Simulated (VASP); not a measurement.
# ZnSe (P6_3/mmc) in VASP: further runs, part 2 of 2

VASP 6.6.1.

## Step 5: Single point, r2SCAN (uniaxial z strain +3.7%)

Input file POSCAR:

```
ZnSe
1.0
    4.1513888435      0.0000000000      0.0000000000
   -2.0756944217      3.5952081994      0.0000000000
    0.0000000000      0.0000000000      6.4013572999
Zn Se
2 2
Direct
    0.3333333333      0.6666666667      0.2500000000
    0.6666666667      0.3333333333      0.7500000000
    0.6666666667      0.3333333333      0.2500000000
    0.3333333333      0.6666666667      0.7500000000
```

Input file INCAR.step1:

```
SYSTEM = ZnSe
PREC     = Accurate       ! precision mode
ENCUT    = 520            ! plane-wave cutoff, eV
ISMEAR   = 0              ! smearing method
SIGMA    = 0.01           ! smearing width, eV
LREAL    = .False.        ! projectors in reciprocal space
LASPH    = .True.         ! aspherical terms in the spheres
NELM     = 60             ! most SCF steps
NBANDS   = 26             ! bands
GGA      = PE             ! functional
ALGO     = Normal         ! electronic algorithm
EDIFF    = 1E-4           ! SCF threshold, eV
LWAVE    = .True.         ! write WAVECAR
LCHARG   = .False.        ! write CHGCAR
```

Input file INCAR.step2:

```
SYSTEM = ZnSe
PREC     = Accurate       ! precision mode
ENCUT    = 520            ! plane-wave cutoff, eV
EDIFF    = 1E-6           ! SCF threshold, eV
ISMEAR   = 0              ! smearing method
SIGMA    = 0.01           ! smearing width, eV
LREAL    = .False.        ! projectors in reciprocal space
LASPH    = .True.         ! aspherical terms in the spheres
NELM     = 60             ! most SCF steps
ALGO     = Normal         ! electronic algorithm
ISIF     = 2              ! what is computed and relaxed
LWAVE    = .False.        ! write WAVECAR
LCHARG   = .False.        ! write CHGCAR
METAGGA  = R2SCAN         ! meta-GGA
LMIXTAU  = .True.       
NBANDS   = 26             ! bands
ISTART   = 1
```

Input file KPOINTS:

```
regular mesh
0
Gamma
  12 12 4
  0 0 0
```

Potentials or basis: VASP PAW PBE potentials, release 64 (Zn, Se).

Command:

```
$ cat potpaw_PBE.64/Zn/POTCAR potpaw_PBE.64/Se/POTCAR > POTCAR
$ cp INCAR.step1 INCAR
$ mpirun -np 1 vasp_std > vasp.out
$ cp INCAR.step2 INCAR
$ mpirun -np 1 vasp_std > vasp.out
```

OUTCAR:

```text
SYSTEM = ZnSe
   PREC = Accurate
   ENCUT = 520
   EDIFF = 1E-6
   ISMEAR = 0
   LREAL = .False.
   LASPH = .True.
   NELM = 60
   ISIF = 2
   METAGGA = R2SCAN
   ISTART = 1

 ion  position               nearest neighbor table
   1  0.333  0.667  0.250-   3 2.40   3 2.40   3 2.40
   2  0.667  0.333  0.750-   4 2.40   4 2.40   4 2.40
   3  0.667  0.333  0.250-   1 2.40   1 2.40   1 2.40
   4  0.333  0.667  0.750-   2 2.40   2 2.40   2 2.40

  LATTYP: Found a hexagonal cell.
 ALAT       =     4.1513888435
 C/A-ratio  =     1.5419796943

  Lattice vectors:

 A1 = (   4.1513888435,   0.0000000000,   0.0000000000)
 A2 = (  -2.0756944217,   3.5952081994,   0.0000000000)
 A3 = (   0.0000000000,   0.0000000000,   6.4013572999)

Analysis of symmetry for initial positions (statically):
=====================================================================
 Subroutine PRICEL returns:
 Original cell was already a primitive cell.

 Routine SETGRP: Setting up the symmetry group for a
 hexagonal supercell.

 Subroutine GETGRP returns: Found 24 space group operations
 (whereof 12 operations were pure point group operations)
 out of a pool of 24 trial point group operations.

The static configuration has the point symmetry D_3d.
 The point group associated with its full space group is D_6h.

Analysis of symmetry for dynamics (positions and initial velocities):
=====================================================================
 Subroutine PRICEL returns:
 Original cell was already a primitive cell.

 Routine SETGRP: Setting up the symmetry group for a
 hexagonal supercell.

 Subroutine GETGRP returns: Found 24 space group operations
 (whereof 12 operations were pure point group operations)
 out of a pool of 24 trial point group operations.

The dynamic configuration has the point symmetry D_3d.
[... 121 lines left out ...]
   IALGO  =     38    algorithm
   IMIX   =      4    mixing-type and parameters
     AMIX     =   0.40;   BMIX     =  1.00
     AMIX_MAG =   1.60;   BMIX_MAG =  1.00
  volume/ion in A,a.u.               =      23.89       161.19
  Fermi-wavevector in a.u.,A,eV,Ry     =   1.182440  2.234488 19.023185  1.398165
  Thomas-Fermi vector in A             =   2.318694
   LORBIT       =      0    0 simple, 1 ext, 2 COOP (PROOUT), +10 PAW based schemes
   METAGGA = R2SCAN    functional components
   LHFCALC =     F    Hartree Fock is set to
   AEXX    =    0.0000 exact exchange contribution
   IVDW    =     0    specifies the selected vdW correction
   LEPSILON=     F    determine dielectric tensor
   LRPA    =     F    only Hartree local field effects (RPA)
 non-spin polarized calculation
 Gauss-broadening in eV      SIGMA  =   0.01
  energy-cutoff  :      520.00
  volume of cell :       95.54
 maximum number of plane-waves:      2597
 NGX is ok and might be reduce to    32
   NGX = 15   NGY = 15   NGZ = 23

 number of electron      36.0000019 magnetization

 Free energy of the ion-electron system (eV)
  ---------------------------------------------------
  ext. energy  EPLUGINS =         0.00000000
  ---------------------------------------------------
  free energy    TOTEN  =       -49.02727074 eV

  energy without entropy =      -49.02727074  energy(sigma->0) =      -49.02727074

 E-fermi :   1.2740     XC(G=0):  -9.6729

 val. band max:        1.2177885569   @ k =   0.0000   0.0000   0.0000
 cond. band min:       2.2964952959   @ k =   0.0000   0.0000   0.0000
 fundamental gap:      1.0787067390
 Fermi energy:         1.2739911541

 k-point     1 :       0.0000    0.0000    0.0000
  band No.  band energies     occupation
      1     -12.5308      2.00000
      2     -11.8008      2.00000
      3      -5.9582      2.00000
      4      -5.9581      2.00000
      5      -5.9412      2.00000
      6      -5.9410      2.00000
[... 685 lines left out ...]
     25       9.7413      0.00000
     26      10.5279      0.00000

 [... further k-points ...]

------------------------ aborting loop because EDIFF is reached ----------------------------------------

  FORCE on cell =-STRESS in cart. coord.  units (eV):
  Direction    XX          YY          ZZ          XY          YZ          ZX
  --------------------------------------------------------------------------------------
  -------------------------------------------------------------------------------------
  Total       -0.5161814     -0.5161814     -0.5434753     -0.0000000      0.0000000      0.0000000
  in kB       -8.6561219     -8.6561219     -9.1138295     -0.0000000      0.0000000      0.0000000
  external PRESSURE =      -8.8086911 kB  Pullay stress =       0.0000000 kB

 VOLUME and BASIS-vectors are now :
 -----------------------------------------------------------------------------
  energy-cutoff  :      520.00
  volume of cell :       95.54
      direct lattice vectors                 reciprocal lattice vectors
     4.151388844  0.000000000  0.000000000     0.240883241  0.139074004  0.000000000
    -2.075694422  3.595208199  0.000000000     0.000000000  0.278148008  0.000000000
     0.000000000  0.000000000  6.401357300     0.000000000  0.000000000  0.156216870

 POSITION                                       TOTAL-FORCE (eV/Angst)
 -----------------------------------------------------------------------------------
     -0.00000      2.39681      1.60034        -0.000000      0.000000     -0.000000
      2.07569      1.19840      4.80102         0.000000     -0.000000      0.000000
      2.07569      1.19840      1.60034        -0.000000     -0.000000      0.000000
     -0.00000      2.39681      4.80102        -0.000000     -0.000000      0.000000
 -----------------------------------------------------------------------------------
    total drift:                               -0.000000     -0.000000      0.000000

  FREE ENERGIE OF THE ION-ELECTRON SYSTEM (eV)
  ---------------------------------------------------
  free  energy   TOTEN  =       -49.0272707432 eV

  energy  without entropy=      -49.0272707432  energy(sigma->0) =      -49.02727074
```

OUTCAR.step1:

```text
SYSTEM = ZnSe
   PREC = Accurate
   ENCUT = 520
   ISMEAR = 0
   LREAL = .False.
   LASPH = .True.
   NELM = 60
[... 927 lines left out ...]
      2.07569      1.19840      4.80102        -0.000000      0.000000      0.000000
      2.07569      1.19840      1.60034        -0.000000      0.000000      0.000000
     -0.00000      2.39681      4.80102        -0.000000     -0.000000      0.000000
 -----------------------------------------------------------------------------------
    total drift:                               -0.000000     -0.000000      0.000000

  FREE ENERGIE OF THE ION-ELECTRON SYSTEM (eV)
  ---------------------------------------------------
  free  energy   TOTEN  =       -11.3123805216 eV

  energy  without entropy=      -11.3123805216  energy(sigma->0) =      -11.31238052
```

Run time: 3.6 min. Hardware: 1 thread of Intel Xeon Platinum 8488C (Sapphire Rapids), shared host; peak memory 0.3 GiB.

Results:

```yaml
Free_energy: -49.0273 eV
Pressure: -0.9 GPa
Band_gap_on_the_k_mesh: 1.08 eV
```

Caveat: the cell differs from its parent crystal (uniaxial z strain +3.7%); the PAW data sets were made with another functional, which shifts forces and pressure a little. A k mesh can miss the band edges.

## Step 6: The runs side by side

```csv
level,cell,smearing,gap on the mesh (eV),pressure (GPa)
PBE,"a = 4.075, b = 4.075, c = 6.061 Å, angles 90.0, 90.0, 120.0°, 4 atoms",fermi-dirac 0.02 eV,0.47,6.4
PBE,"a = 4.151, b = 4.151, c = 6.401 Å, angles 90.0, 90.0, 120.0°, 4 atoms",fermi-dirac 0.02 eV,0.56,1.2
r2SCAN,"a = 4.075, b = 4.075, c = 6.061 Å, angles 90.0, 90.0, 120.0°, 4 atoms",gaussian 0.01 eV,0.98,4.2
r2SCAN,"a = 4.151, b = 4.151, c = 6.401 Å, angles 90.0, 90.0, 120.0°, 4 atoms",gaussian 0.01 eV,1.08,-0.9
```

Alike in all rows: task single point; potentials or basis VASP PAW PBE potentials, release 64 (Zn, Se); no spin polarisation; k mesh 12 × 12 × 4; cutoff (eV) 520.

Caveats: the cell stands under pressure (at least some runs); semilocal functionals underestimate gaps, and a narrow one can read as zero (at least some runs); the PAW data sets were made with another functional, which shifts forces and pressure a little (at least some runs).

Total energies depend on the potentials used, so only differences within one code and one set of settings carry meaning.
